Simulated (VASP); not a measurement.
# BeS: single point with HSE06

The system is BeS.

```xyz
2
Lattice="0.0000 2.4708 2.4708 2.4708 0.0000 2.4708 2.4708 2.4708 0.0000" Properties=species:S:1:pos:R:3 pbc="T T T"
Be    0.0000    0.0000    0.0000
S     1.2354    1.2354    1.2354
```

This cell differs from its parent crystal: strain +1.5%.

| Item | Value |
| --- | --- |
| Program | VASP 6.6.1 |
| Task | single point |
| Functional | HSE06 |
| Potentials or basis | VASP PAW PBE potentials, release 64 (Be, S) |
| Cutoff | 520 eV |
| k mesh | 6 × 6 × 6 |
| Occupations | gaussian, width 0.01 eV |
| Spin | no spin polarisation |

```yaml
Pressure: -5.0 GPa
Band_gap_on_the_k_mesh: 4.17 eV, indirect (least direct gap 6.57 eV)
```

Levels at points of the mesh, in eV from the valence-band top:
| k point | band 2 | band 3 | band 4 | band 5 | band 6 | band 7 |
| --- | --- | --- | --- | --- | --- | --- |
| (0.00, 0.00, 0.00) | 0.00 | 0.00 | 0.00 | 6.57 | 6.88 | 6.88 |
| (0.50, 0.00, 0.00) | -5.97 | -1.04 | -1.04 | 6.39 | 7.78 | 7.78 |
| (0.50, 0.50, 0.00) | -5.24 | -2.67 | -2.67 | 4.17 | 6.00 | 14.04 |

Wall time 7.8 min on 1 thread of Intel(R) Xeon(R) Platinum 8259CL CPU @ 2.50GHz (Skylake/Cascade Lake) (shared host), peak memory 0.26 GiB.

Caveat: the cell differs from its parent crystal (strain +1.5%); the PAW data sets were made with another functional, which shifts forces and pressure a little. A k mesh can miss the band edges.
